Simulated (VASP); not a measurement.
Wanted: the native input for a VASP 6.6.1 run.

```yaml
Task: single point
Functional: PBE
Potentials_or_basis: VASP PAW PBE potentials, release 64 (Ta_pv, N)
Cutoff: 520 eV
k_mesh: 6 × 6 × 9
Occupations: fermi-dirac, width 0.01 eV
Spin: no spin polarisation
Dipole_correction: no
Further_INCAR_settings: ALGO = Normal; EDIFF = 1e-06; NBANDS = 33
```

The structure of TaN lies in POSCAR:

```
TaN
1.0
    5.1960008669      0.0779400130      0.0779400130
   -2.5305024022      4.4608987423      0.0285280247
    0.0436650000      0.0436650000      2.9110000000
Ta N
3 3
Direct
    0.3333333333      0.6666666667      0.5000000000
    0.6666666667      0.3333333333      0.5000000000
    0.0000000000      0.0000000000      0.0000000000
    0.3928500000      0.0000000000      0.0000000000
    0.6071500000      0.6071500000      0.0000000000
    0.0000000000      0.3928500000      0.0000000000
```

This cell differs from its parent crystal: equal xy, yz and zx shear strains of +3 %.

These files were run (other wordings do the same):

INCAR

```
ALGO     = Normal         # electronic algorithm
EDIFF    = 1E-6           # SCF threshold, eV
ENCUT    = 520            # plane-wave cutoff, eV
GGA      = PE             # functional
ISIF     = 2              # what is computed and relaxed
ISMEAR   = -1             # smearing method
LASPH    = True           # aspherical terms in the spheres
LCHARG   = True           # write CHGCAR
LELF     = True           # ELF
LREAL    = False          # projectors in reciprocal space
LVHAR    = True         
LWAVE    = False          # write WAVECAR
NBANDS   = 33             # bands
NELM     = 60             # most SCF steps
PREC     = Accurate       # precision mode
SIGMA    = 0.01           # smearing width, eV
```

KPOINTS

```
k-points
0
Gamma
  6 6 9
```

Potentials or basis: VASP PAW PBE potentials, release 64 (Ta_pv, N).

Run with:

```console
$ cat potpaw_PBE.64/Ta_pv/POTCAR potpaw_PBE.64/N/POTCAR > POTCAR
$ mpirun -np 1 vasp_std > vasp.out
```

It gave:

```json
{
 "Pressure": "6.5 GPa",
 "Largest force": "0.421 eV/Å",
 "Band gap on the k mesh": "zero (bands 24 and 25 overlap by 2.92 eV)"
}
```

Caveat: the cell differs from its parent crystal (equal xy, yz and zx shear strains of +3 %); the cell stands under pressure; spin-orbit coupling is left out, which moves the levels of the heavy elements.

Wall time 4.4 min on 1 thread of Intel(R) Xeon(R) Platinum 8488C (Sapphire Rapids) (shared host), peak memory 0.39 GiB.
